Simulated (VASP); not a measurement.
The system is TiSnTe3.

```
Ti Sn Te
1.0
     5.24436    0.00000    0.00000
     0.00000    5.24436    0.00000
     0.00000    0.00000    5.24436
Ti Sn Te
1 1 3
Direct
  0.00000 0.00000 0.00000
  0.50000 0.50000 0.50000
  0.00000 0.50000 0.50000
  0.50000 0.50000 0.00000
  0.50000 0.00000 0.50000
```

```yaml
Program: VASP 6.6.1
Task: relaxation of cell and atoms
Functional: PBE
Potentials_or_basis: VASP PAW PBE potentials, release 64 (Ti_sv, Sn_d, Te)
Cutoff: 600 eV
k_mesh: 4 × 4 × 4
Occupations: gaussian, width 0.1 eV
Spin: no spin polarisation
```

At the start: pressure 12.2 GPa; volume 28.85 Å³/atom.

Task: Where does the relaxation end?

Result: Over 4 steps the energy falls by 201.8 meV/atom and the volume is 35.36 Å³/atom (+22.6 %); space group Pm-3m (No. 221, to 0.05 Å).

The path:
```csv
step,energy change (eV),largest force (eV/Å),pressure (GPa),volume (Å³)
1,0.0000,0.0000,12.22,144.24
2,-0.6962,0.0000,-2.86,195.21
3,-1.0052,0.0000,0.55,173.78
4,-1.0091,0.0000,-0.14,176.82
```

Final structure:
```
CELL_PARAMETERS angstrom
5.61279 0.00000 0.00000
0.00000 5.61279 0.00000
0.00000 0.00000 5.61279
ATOMIC_POSITIONS crystal
Ti 0.00000 0.00000 0.00000
Sn 0.50000 0.50000 0.50000
Te 0.00000 0.50000 0.50000
Te 0.50000 0.50000 0.00000
Te 0.50000 0.00000 0.50000
```

Caveat: the volume moved by over 15 % at a fixed basis, so the end points are rough.
